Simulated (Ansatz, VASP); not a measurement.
# One calculation of SnSe, two programs

The input INCAR:

```
SYSTEM = SnSe
  PREC = Accurate
  ENCUT = 500
  EDIFF = 1E-6
  ISMEAR = 0
  SIGMA = 0.05
  LREAL = .FALSE.
  LASPH = .TRUE.
  NELM = 120
  ALGO = Normal
  ISIF = 2
  LWAVE = .FALSE.
  LCHARG = .FALSE.
  NBANDS = 28
  GGA_COMPAT = .FALSE.
```

The input KPOINTS:

```
regular mesh
0
G
  6 6 4
  0 0 0
```

File POSCAR:

```
SnSe
1.0
    4.1898989379      0.0000000000      0.0000000000
    0.0000000000      4.1898989379      0.0000000000
    0.0000000000      0.0000000000     10.9796229414
Sn Se
2 2
Direct
    0.5000000000      0.0000000000      0.3781633338
    0.0000000000      0.5000000000      0.6218366662
    0.5000000000      0.0000000000      0.6354398842
    0.0000000000      0.5000000000      0.3782217871
```

Input for Ansatz:

```yaml
crystal:
  lattice:
    - [4.1898989379, 0.0, 0.0]
    - [0.0, 4.1898989379, 0.0]
    - [0.0, 0.0, 10.9796229414]
  atoms:
    - { symbol: Sn, position: [0.5, 0.0, 0.3781633338] }
    - { symbol: Sn, position: [0.0, 0.5, 0.6218366662] }
    - { symbol: Se, position: [0.5, 0.0, 0.6354398842] }
    - { symbol: Se, position: [0.0, 0.5, 0.3782217871] }
basis:
  ecutwfc: 420
kpoints:
  mp_grid: { grid: [6, 6, 4] }
hamiltonian:
  xc: lda
scf:
  occupations: { method: gaussian, width: 0.05 }
output:
  forces: true
  stress: true
  eigenvalues: true
  write_density: true
  write_potential: true
  elf: true
  volumetric_format: npy
```

Alike in both runs: task single point; functional LDA; k mesh 6 × 6 × 4; occupations gaussian, width 0.05 eV; no spin polarisation.

|  | VASP | Ansatz |
| --- | --- | --- |
| version | VASP 6.6.1 | Ansatz 0.2.0 |
| potentials or method | VASP PAW LDA potentials, release 64 (Sn_d, Se), cutoff 500 eV | scalar-relativistic, plane waves, PAW |
| valence electrons in the cell | 40 | 60 |

VASP gave:

```
gap on the k mesh at the Fermi level (eV) : 1.17
least direct gap on the mesh (eV)         : 1.17
rms of the force components (eV/Å)        : 0.266
```

Problem. What did Ansatz give for the same quantities?

Solution. gap on the k mesh at the Fermi level (eV): 1.16; least direct gap on the mesh (eV): 1.16; rms of the force components (eV/Å): 0.271.

LDA's correlation is that of Perdew and Zunger in VASP and of Perdew and Wang (1992) in Ansatz. Atom by atom the forces differ by 0.011 eV/Å (rms over components). VASP's potentials hold 40 valence electrons a cell and Ansatz's 60, so a difference there can come from the potentials and not from the codes. Ansatz's warnings: xc potential rough in thin density.
